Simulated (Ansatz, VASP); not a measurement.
## HfO2, level by level in two programs

```
Hf O
1.0
     5.01352    0.00000    0.00000
     0.00000    5.07984    0.00000
    -0.84113    0.00000    5.10743
Hf O
4 8
Direct
  0.27550 0.46030 0.70800
  0.72450 0.96030 0.79200
  0.72450 0.53970 0.29200
  0.27550 0.03970 0.20800
  0.07420 0.16840 0.84670
  0.92580 0.66840 0.65330
  0.92580 0.83160 0.15330
  0.07420 0.33160 0.34670
  0.44870 0.74190 0.98010
  0.55130 0.24190 0.51990
  0.55130 0.25810 0.01990
  0.44870 0.75810 0.48010
```

Single points on this cell with VASP 6.6.1 and Ansatz 0.2.0. Each row is one pair of runs. Alike in all rows: spin: off; k mesh: 5 × 5 × 5; smearing: fermi-dirac, width 0.05 eV; VASP's potentials, cutoff: VASP PAW PBE potentials, release 64 (Hf_pv, O), 520 eV; Ansatz's potentials, cutoff: Ansatz PAW, 420 eV.

```tsv
level	gap on the k mesh at the Fermi level (eV), VASP	gap on the k mesh at the Fermi level (eV), Ansatz	least direct gap on the mesh (eV), VASP	least direct gap on the mesh (eV), Ansatz	rms of the force components (eV/Å), VASP	rms of the force components (eV/Å), Ansatz
BLYP	4.43	4.46	4.48	4.51	0.356	0.377
PBE	4.38	4.42	4.43	4.46	0.323	0.351
RPBE	4.47	?	4.52	?	0.338	?
```

Fill in what Ansatz gave in row 3.

gap on the k mesh at the Fermi level (eV): 4.50; least direct gap on the mesh (eV): 4.55; rms of the force components (eV/Å): 0.368.

VASP's potentials hold 88 valence electrons a cell and Ansatz's 152, so a difference there can come from the potentials and not from the codes.

Neither program's run includes spin-orbit coupling. Noted on Ansatz's runs: odd divisions of the mesh miss points on the zone boundary, where band edges often lie, so the gap on the mesh can be too wide.
